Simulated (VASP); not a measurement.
# Cu8NiO8 (a cell with a defect) in VASP: single point with PBE

Aim: the single point of Cu8NiO8 (a cell with a defect) with PBE.

Program: VASP 6.6.1. These are calculated values, not measurements. Logs are shortened: lines on timing, memory, paths and dates and some standing lists are left out, and cuts for length are marked.

## 1. The cell of the first run

The cell holds a defect, 17 atoms: a = 5.812 Å, b = 5.812 Å, c = 5.137 Å, α = 97.70°, β = 97.70°, γ = 72.30°.

## 2. Single point, PBE, collinear spin, ferromagnetic start

INCAR reads:

```
SYSTEM = Cu8NiO8
PREC = Accurate
ENCUT = 520
EDIFF = 1E-6
ISMEAR = 0
SIGMA = 0.05
LREAL = Auto
LASPH = .TRUE.
NELM = 150
ALGO = Normal
ISIF = 2
LWAVE = .FALSE.
LCHARG = .FALSE.
ISPIN = 2
MAGMOM = 0 0 0 0 0 0 0 0 0 0 0 0 0 0 0 0 0.8
LORBIT = 11
LMAXMIX = 4
GGA = PE
NBANDS = 91
```

KPOINTS reads:

```
regular mesh
0
G
  2 2 2
  0 0 0
```

POSCAR reads:

```
Cu8NiO8
1.0
    4.6927000000     -3.4283000000      0.0000000000
    4.6927000000      3.4283000000      0.0000000000
   -0.8519170000      0.0000000000      5.0658670000
Cu O Ni
8 8 1
Direct
    0.0045735611      0.3407432550      0.1661467043
    0.2743369414     -0.0284416233      0.4688830566
    0.0076116319      0.7267774041     -0.0064288142
    0.2678987656      0.4883127072      0.5095764803
    0.4903652168      0.2437252333     -0.0195572982
    0.7048493969     -0.0038225165      0.4587335457
    0.5048045829      0.7413145241     -0.0098500616
    0.7218019607      0.5086155431      0.5025955462
    0.3352622859      0.1861700770      0.2505949596
    0.2107646616      0.2613013026      0.7312417713
    0.2964876128      0.6865760814      0.2332847652
    0.2211401095      0.7884604721      0.7505563102
    0.7529289895      0.2225177351      0.2405070930
    0.6744580389      0.2979573367      0.7317074825
    0.7874087833      0.6886043246      0.2336948990
    0.7179273598      0.7879311552      0.7467786559
    0.9832376013      0.0905965882      0.7852222041
```

Potentials or basis: VASP PAW PBE potentials, release 64 (Cu, O, Ni).

Command:

```
> cat potpaw_PBE.64/Cu/POTCAR potpaw_PBE.64/O/POTCAR potpaw_PBE.64/Ni/POTCAR > POTCAR
> mpirun -np 1 vasp_std > vasp.out
```

OUTCAR:

```text
SYSTEM = Cu8NiO8
   PREC = Accurate
   ENCUT = 520
   EDIFF = 1E-6
   ISMEAR = 0
   LREAL = Auto
   LASPH = .TRUE.
   NELM = 150
   ISIF = 2
   ISPIN = 2
   LORBIT = 11
   GGA = PE

 ion  position               nearest neighbor table
   1  0.005  0.341  0.166-   9 1.88  13 1.89  15 2.04  17 2.29   4 2.42   8 2.44   3 2.53   2 2.77

   2  0.274  0.972  0.469-  11 1.90   9 1.92  10 1.98  12 2.01  17 2.39   6 2.56   1 2.77
   3  0.008  0.727  0.994-  11 1.92  16 1.94  15 1.97  12 2.01  17 2.45   1 2.53
   4  0.268  0.488  0.510-  12 1.97  10 1.98  11 2.00   9 2.03   1 2.42   8 2.68
   5  0.490  0.244  0.980-   9 1.87  13 1.87  14 1.89  10 1.91
   6  0.705  0.996  0.459-  13 1.94  15 1.96  16 2.01  14 2.07   9 2.29  17 2.30   2 2.56
   7  0.505  0.741  0.990-  12 1.89  15 1.90  11 1.97  16 1.97
   8  0.722  0.509  0.503-  14 1.91  16 1.91  13 1.97  15 1.98   1 2.44   4 2.68  17 2.90
   9  0.335  0.186  0.251-   5 1.87   1 1.88   2 1.92   4 2.03   6 2.29
  10  0.211  0.261  0.731-   5 1.91  17 1.94   4 1.98   2 1.98
  11  0.296  0.687  0.233-   2 1.90   3 1.92   7 1.97   4 2.00
  12  0.221  0.788  0.751-  17 1.88   7 1.89   4 1.97   3 2.01   2 2.01
  13  0.753  0.223  0.241-   5 1.87   1 1.89   6 1.94   8 1.97
  14  0.674  0.298  0.732-  17 1.84   5 1.89   8 1.91   6 2.07
  15  0.787  0.689  0.234-   7 1.90   6 1.96   3 1.97   8 1.98   1 2.04
  16  0.718  0.788  0.747-   8 1.91   3 1.94   7 1.97   6 2.01
  17  0.983  0.091  0.785-  14 1.84  12 1.88  10 1.94   1 2.29   6 2.30   2 2.39   3 2.45   8 2.90

  LATTYP: Found a base centered monoclinic cell.
 ALAT       =     9.3854000000
 B/A-ratio  =     0.7305602318
 C/A-ratio  =     0.5473395059
 COS(beta)  =    -0.1658393940

  Lattice vectors:

 A1 = (   4.6927000000,  -3.4283000000,   0.0000000000)
 A2 = (   4.6927000000,   3.4283000000,   0.0000000000)
 A3 = (  -0.8519170000,   0.0000000000,   5.0658670000)

Analysis of symmetry for initial positions (statically):
=====================================================================
 Subroutine PRICEL returns:
 Original cell was already a primitive cell.

 Routine SETGRP: Setting up the symmetry group for a
 base centered monoclinic supercell.

 Subroutine GETGRP returns: Found  1 space group operations
 (whereof  1 operations were pure point group operations)
 out of a pool of  4 trial point group operations.

The static configuration has the point symmetry C_1 .

Analysis of symmetry for dynamics (positions and initial velocities):
=====================================================================
 Subroutine PRICEL returns:
 Original cell was already a primitive cell.

 Routine SETGRP: Setting up the symmetry group for a
 base centered monoclinic supercell.

 Subroutine GETGRP returns: Found  1 space group operations
 (whereof  1 operations were pure point group operations)
 out of a pool of  4 trial point group operations.

The dynamic configuration has the point symmetry C_1 .

Analysis of structural, dynamic, and magnetic symmetry:
=====================================================================
 Subroutine PRICEL returns:
 Original cell was already a primitive cell.

 Routine SETGRP: Setting up the symmetry group for a
 base centered monoclinic supercell.

 Subroutine GETGRP returns: Found  1 space group operations
 (whereof  1 operations were pure point group operations)
 out of a pool of  4 trial point group operations.

The overall configuration has the point symmetry C_1 .

 Subroutine INISYM returns: Found  1 space group operations
 (whereof  1 operations are pure point group operations),
 and found     1 'primitive' translations

----------------------------------------------------------------------------------------

                                     Primitive cell

  volume of cell :     162.9992

  direct lattice vectors                    reciprocal lattice vectors
     4.692700000 -3.428300000  0.000000000     0.106548469 -0.145844879  0.017918049
     4.692700000  3.428300000  0.000000000     0.106548469  0.145844879  0.017918049
    -0.851917000  0.000000000  5.065867000     0.000000000  0.000000000  0.197399576

  length of vectors
     5.811598247  5.811598247  5.137000198     0.181505817  0.181505817  0.197399576

  position of ions in fractional coordinates (direct lattice)
     0.004573561  0.340743255  0.166146704
     0.274336941  0.971558377  0.468883057
     0.007611632  0.726777404  0.993571186
     0.267898766  0.488312707  0.509576480
     0.490365217  0.243725233  0.980442702
     0.704849397  0.996177483  0.458733546
[... 9 lines left out ...]
     0.717927360  0.787931155  0.746778656
     0.983237601  0.090596588  0.785222204

  ion indices of the primitive-cell ions
   primitive index   ion index
                 1           1
                 2           2
                 3           3
                 4           4
                 5           5
                 6           6
[... 9 lines left out ...]
                16          16
                17          17

----------------------------------------------------------------------------------------

 KPOINTS: regular mesh

Automatic generation of k-mesh.
 Grid dimensions read from file:
 generate k-points for:    2    2    2

 Generating k-lattice:

  Cartesian coordinates                     Fractional coordinates (reciprocal lattice)
     0.053274234 -0.072922440  0.008959024     0.500000000  0.000000000  0.000000000
     0.053274234  0.072922440  0.008959024     0.000000000  0.500000000  0.000000000
     0.000000000  0.000000000  0.098699788     0.000000000  0.000000000  0.500000000

  Length of vectors
     0.090752908  0.090752908  0.098699788

  Shift w.r.t. Gamma in fractional coordinates (k-lattice)
     0.000000000  0.000000000  0.000000000

 Subroutine IBZKPT returns following result:
 ===========================================

 Found      8 irreducible k-points:

 Following reciprocal coordinates:
            Coordinates               Weight
  0.000000  0.000000  0.000000      1.000000
  0.500000 -0.000000  0.000000      1.000000
 -0.000000  0.500000  0.000000      1.000000
  0.500000  0.500000  0.000000      1.000000
  0.000000  0.000000  0.500000      1.000000
  0.500000 -0.000000  0.500000      1.000000
 -0.000000  0.500000  0.500000      1.000000
  0.500000  0.500000  0.500000      1.000000
   k-points           NKPTS =      8   k-points in BZ     NKDIM =      8   number of bands    NBANDS=     91
   number of dos      NEDOS =    301   number of ions     NIONS =     17
   total plane-waves  NPLWV =  92160
   dimension x,y,z NGX =    48 NGY =   48 NGZ =   40
   dimension x,y,z NGXF=    96 NGYF=   96 NGZF=   80
   ions per type =               8   8   1
   NGX,Y,Z   is equivalent  to a cutoff of  13.73, 13.73, 12.94 a.u.
   NGXF,Y,Z  is equivalent  to a cutoff of  27.46, 27.46, 25.89 a.u.
 SYSTEM =  Cu8NiO8
   PREC   = accura    normal or accurate (medium, high low for compatibility)
   ISTART =      0    job   : 0-new  1-cont  2-samecut
   ICHARG =      2    charge: 1-file 2-atom 10-const
   ISPIN  =      2    spin polarized calculation?
   LNONCOLLINEAR =      F non collinear calculations
   LSORBIT =      F    spin-orbit coupling
   LASPH  =      T    aspherical Exc in radial PAW
   ENCUT  =  520.0 eV  38.22 Ry    6.18 a.u.  10.81 10.81  9.55*2*pi/ulx,y,z
   NELM   =    150;   NELMIN=  2; NELMDL= -5     # of ELM steps
   EDIFF  = 0.1E-05   stopping-criterion for ELM
   LREAL  =      T    real-space projection
   EDIFFG = 0.1E-04   stopping-criterion for IOM
   NSW    =      0    number of steps for IOM
   IBRION =     -1    ionic relax: 0-MD 1-quasi-New 2-CG
   NFREE  =      0    steps in history (QN), initial steepest desc. (CG)
   ISIF   =      2    stress and relaxation
   ISYM   =      2    0-nonsym 1-usesym 2-fastsym
   POTIM  = 0.5000    time-step for ionic-motion
   TEBEG  =    0.0;   TEEND  =   0.0 temperature during run
   PSTRESS=    0.0 pullay stress
   NELECT =     146.0000    total number of electrons
   NUPDOWN=      -1.0000    fix difference up-down
   EMIN   =  10.00;   EMAX   =-10.00  energy-range for DOS
   EFERMI =   0.00;   METHOD = LEGACY
   ISMEAR =     0;   SIGMA  =   0.05  broadening in eV -4-tet -1-fermi 0-gaus
   EFERMI_NEDOS =   21; number of points for ismear=-14 and -15
   IALGO  =     38    algorithm
   IMIX   =      4    mixing-type and parameters
     AMIX     =   0.40;   BMIX     =  1.00
     AMIX_MAG =   1.60;   BMIX_MAG =  1.00
  volume/ion in A,a.u.               =       9.59        64.70
  Fermi-wavevector in a.u.,A,eV,Ry     =   1.578086  2.982150 33.883340  2.490355
  Thomas-Fermi vector in A             =   2.678670
   LORBIT       =     11    0 simple, 1 ext, 2 COOP (PROOUT), +10 PAW based schemes
   GGA     = PE    functional components
   LHFCALC =     F    Hartree Fock is set to
   AEXX    =    0.0000 exact exchange contribution
   IVDW    =     0    specifies the selected vdW correction
   LEPSILON=     F    determine dielectric tensor
   LRPA    =     F    only Hartree local field effects (RPA)
 spin polarized calculation
 Gauss-broadening in eV      SIGMA  =   0.05
  energy-cutoff  :      520.00
  volume of cell :      163.00
 maximum number of plane-waves:      4404
 NGX is ok and might be reduce to    48
   NGX = 21   NGY = 21   NGZ = 19

 number of electron     146.0000018 magnetization       0.5045503

 Free energy of the ion-electron system (eV)
  ---------------------------------------------------
  ext. energy  EPLUGINS =         0.00000000
  ---------------------------------------------------
  free energy    TOTEN  =       -80.84448584 eV

  energy without entropy =      -80.83565726  energy(sigma->0) =      -80.84007155

 E-fermi :   6.7204     XC(G=0): -12.3373

 val. band max:        6.7084928913   @ k =  -0.0000   0.5000   0.0000
 cond. band min:       6.7373026381   @ k =   0.5000   0.5000   0.5000
 fundamental gap:      0.0288097468
 Fermi energy:         6.7203741094

 spin component 1

 k-point     1 :       0.0000    0.0000    0.0000
  band No.  band energies     occupation
      1     -13.7126      1.00000
      2     -12.9846      1.00000
      3     -12.8073      1.00000
      4     -12.5084      1.00000
      5     -12.0842      1.00000
      6     -12.0322      1.00000
[... 693 lines left out ...]
     84      12.8221      0.00000
     85      13.0464      0.00000
 Fermi energy:         6.7203741094

 spin component 2

 k-point     1 :       0.0000    0.0000    0.0000
  band No.  band energies     occupation
      1     -13.6976      1.00000
      2     -12.9600      1.00000
      3     -12.8049      1.00000
      4     -12.4977      1.00000
      5     -12.0703      1.00000
      6     -12.0308      1.00000
[... 693 lines left out ...]
     84      12.8400      0.00000
     85      13.0559      0.00000
 [bands above 85 left out]

------------------------ aborting loop because EDIFF is reached ----------------------------------------

  FORCE on cell =-STRESS in cart. coord.  units (eV):
  Direction    XX          YY          ZZ          XY          YZ          ZX
  --------------------------------------------------------------------------------------
  -------------------------------------------------------------------------------------
  Total       20.8070662     18.8721363     23.2244661     -2.9384370     -0.3333994     -1.1742264
  in kB      204.5201218    185.5010011    228.2816129    -28.8829515     -3.2771025    -11.5418925
  external PRESSURE =     206.1009119 kB  Pullay stress =       0.0000000 kB

 VOLUME and BASIS-vectors are now :
 -----------------------------------------------------------------------------
  energy-cutoff  :      520.00
  volume of cell :      163.00
      direct lattice vectors                 reciprocal lattice vectors
     4.692700000 -3.428300000  0.000000000     0.106548469 -0.145844879  0.017918049
     4.692700000  3.428300000  0.000000000     0.106548469  0.145844879  0.017918049
    -0.851917000  0.000000000  5.065867000     0.000000000  0.000000000  0.197399576

 POSITION                                       TOTAL-FORCE (eV/Angst)
 -----------------------------------------------------------------------------------
      1.47893      1.15249      0.84168         0.014681      0.025960     -0.054565
      5.44716      2.39028      2.37530        -0.013505     -0.002548      0.026616
      2.59983      2.46552      5.03330        -0.002217      0.001126     -0.010731
      3.11456      0.75565      2.58145         0.009566     -0.009727      0.011635
      2.60961     -0.84556      4.96679         0.004726      0.012680     -0.028609
      7.59161      0.99876      2.32388        -0.014741      0.002597     -0.003055
[... 9 lines left out ...]
      6.43035      0.23999      3.78308         0.031611      0.049290      0.013416
      4.37024     -3.06024      3.97783         0.003240     -0.021039      0.024833
 -----------------------------------------------------------------------------------
    total drift:                                0.005678      0.016800     -0.002642

  FREE ENERGIE OF THE ION-ELECTRON SYSTEM (eV)
  ---------------------------------------------------
  free  energy   TOTEN  =       -80.8444858367 eV

  energy  without entropy=      -80.8356572562  energy(sigma->0) =      -80.84007155

 total charge

# of ion       s       p       d       tot
------------------------------------------
    1        0.412   0.439   9.250  10.101
    2        0.400   0.426   9.190  10.015
    3        0.393   0.413   9.173   9.979
    4        0.361   0.371   9.207   9.939
    5        0.419   0.473   9.139  10.031
    6        0.376   0.405   9.190   9.970
[... 9 lines left out ...]
   16        1.579   3.386   0.000   4.965
   17        0.461   0.547   8.456   9.464
--------------------------------------------------
tot         16.226  31.186  81.952 129.364

 magnetization (x)

# of ion       s       p       d       tot
------------------------------------------
    1       -0.001  -0.001   0.001  -0.002
    2       -0.001  -0.001   0.012   0.010
    3       -0.000   0.000  -0.026  -0.026
    4        0.004   0.004  -0.135  -0.127
    5        0.001   0.001  -0.013  -0.011
    6       -0.001  -0.000   0.021   0.019
[... 9 lines left out ...]
   16        0.001   0.013   0.000   0.014
   17        0.002   0.006   0.471   0.480
--------------------------------------------------
tot          0.012   0.050   0.424   0.486
```

Wall time 24 min (1 thread of AMD EPYC 7R13 (Zen 3), shared host); peak memory 0.41 GiB.

Results:

```yaml
Free_energy: -80.8445 eV
Pressure: 20.6 GPa
Largest_force: 0.072 eV/Å
Net_moment: 0.50 μB per cell
Site_moments: Cu -0.00, +0.01, -0.03, -0.13, -0.01, +0.02, +0.10; O -0.03, +0.02, -0.01, +0.01, +0.03; Ni +0.48 μB
Valence_electrons_inside_the_program's_atomic_spheres: Cu 10.10, 10.02, 9.98, 9.94, 10.03, 9.97, 10.00; O 5.00, 4.96, 4.98, 4.99; Ni 9.46
```

Forces on the atoms (eV/Å):
```
Cu   0.015  0.026 -0.055
Cu  -0.014 -0.003  0.027
Cu  -0.002  0.001 -0.011
Cu   0.010 -0.010  0.012
Cu   0.005  0.013 -0.029
Cu  -0.015  0.003 -0.003
Cu  -0.001 -0.007 -0.001
Cu   0.002  0.005 -0.021
O   -0.018 -0.045  0.021
O   -0.024  0.068  0.002
O   -0.017 -0.052  0.002
O   -0.014  0.022 -0.010
O    0.002 -0.040  0.014
O    0.012  0.031  0.000
O    0.026 -0.040  0.014
O    0.032  0.049  0.013
Ni   0.003 -0.021  0.025
```

Levels at points of the mesh, in eV from the Fermi level:
Spin up:
| k point | band 71 | band 72 | band 73 | band 74 | band 75 | band 76 |
| --- | --- | --- | --- | --- | --- | --- |
| (0.00, 0.00, 0.00) | -0.36 | 0.05 | 0.14 | 0.31 | 0.41 | 0.73 |
| (0.50, 0.00, 0.00) | -0.44 | -0.41 | -0.07 | 0.32 | 0.47 | 0.73 |
| (0.00, 0.50, 0.00) | -0.51 | -0.27 | -0.01 | 0.03 | 0.51 | 0.64 |
| (0.50, 0.50, 0.00) | -0.59 | -0.37 | -0.26 | -0.13 | 0.37 | 0.49 |
| (0.00, 0.00, 0.50) | -0.31 | -0.24 | -0.14 | 0.26 | 0.38 | 0.68 |
| (0.50, 0.00, 0.50) | -0.35 | -0.29 | -0.15 | 0.05 | 0.14 | 0.54 |
| (0.00, 0.50, 0.50) | -0.43 | -0.33 | -0.25 | -0.13 | 0.19 | 0.39 |
| (0.50, 0.50, 0.50) | -0.61 | -0.39 | -0.35 | -0.13 | -0.09 | 0.07 |
Spin down:
```csv
k point,band 69,band 70,band 71,band 72,band 73,band 74,band 75,band 76,band 77,band 78
"(0.00, 0.00, 0.00)",-0.62,-0.38,-0.24,0.09,0.20,0.33,0.62,0.82,1.07,1.52
"(0.50, 0.00, 0.00)",-0.63,-0.50,-0.31,-0.23,0.10,0.41,0.47,0.91,0.95,3.09
"(0.00, 0.50, 0.00)",-0.58,-0.50,-0.32,-0.19,-0.04,0.38,0.58,0.68,1.09,3.10
"(0.50, 0.50, 0.00)",-0.65,-0.56,-0.46,-0.19,-0.13,0.31,0.38,0.55,0.93,3.26
"(0.00, 0.00, 0.50)",-0.58,-0.36,-0.31,-0.14,-0.10,0.34,0.41,0.68,1.14,3.13
"(0.50, 0.00, 0.50)",-0.53,-0.43,-0.25,-0.19,-0.10,0.15,0.17,0.64,0.85,3.86
"(0.00, 0.50, 0.50)",-0.74,-0.54,-0.45,-0.25,-0.14,-0.03,0.31,0.51,0.98,3.79
"(0.50, 0.50, 0.50)",-0.81,-0.63,-0.47,-0.36,-0.25,0.02,0.12,0.29,0.42,3.94
```

Caveat: the k points lie up to 0.62 Å⁻¹ apart; semilocal functionals often make such compounds metallic where correlation or magnetic order opens a gap, which also shifts bond lengths. With open d or f shells a metallic result of PBE can be an artefact of self-interaction; +U or a hybrid may open a gap.
